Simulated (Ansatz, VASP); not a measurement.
Two plane-wave programs on Al2Au

```
CELL_PARAMETERS angstrom
0.00000 2.87763 2.96763
2.96763 0.00000 2.96763
2.96763 2.87763 0.00000
ATOMIC_POSITIONS crystal
Al 0.24646 0.25354 0.24646
Al 0.74646 0.75354 0.74646
Au 0.00707 0.99293 0.00707
```

Alike in both runs: task single point; functional PBE; k mesh 12 × 12 × 12; occupations gaussian, width 0.1 eV; no spin polarisation.

|  | VASP | Ansatz |
| --- | --- | --- |
| version | VASP 6.6.1 | Ansatz 0.2.0 |
| potentials or method | VASP PAW PBE potentials, release 64 (Al, Au), cutoff 520 eV | scalar-relativistic, plane waves, PAW |
| valence electrons in the cell | 17 | 25 |

Ansatz gave:

| Item | Value |
| --- | --- |
| gap on the k mesh at the Fermi level (eV) | none |
| pressure (GPa) | 12.5 |
| traceless stress, the component that is largest in VASP (GPa) | 0.97 |
| rms of the force components (eV/Å) | 0.262 |

Task: What did VASP give for the same quantities?

Result: gap on the k mesh at the Fermi level (eV): none; pressure (GPa): 12.1; traceless stress, the component that is largest in VASP (GPa): 0.98; rms of the force components (eV/Å): 0.261.

Atom by atom the forces differ by 0.001 eV/Å (rms over components). A gap of «none» marks a metal or a gap that the smearing closes. VASP's potentials hold 17 valence electrons a cell and Ansatz's 25, so a difference there can come from the potentials and not from the codes.

Spin-orbit coupling is off throughout.
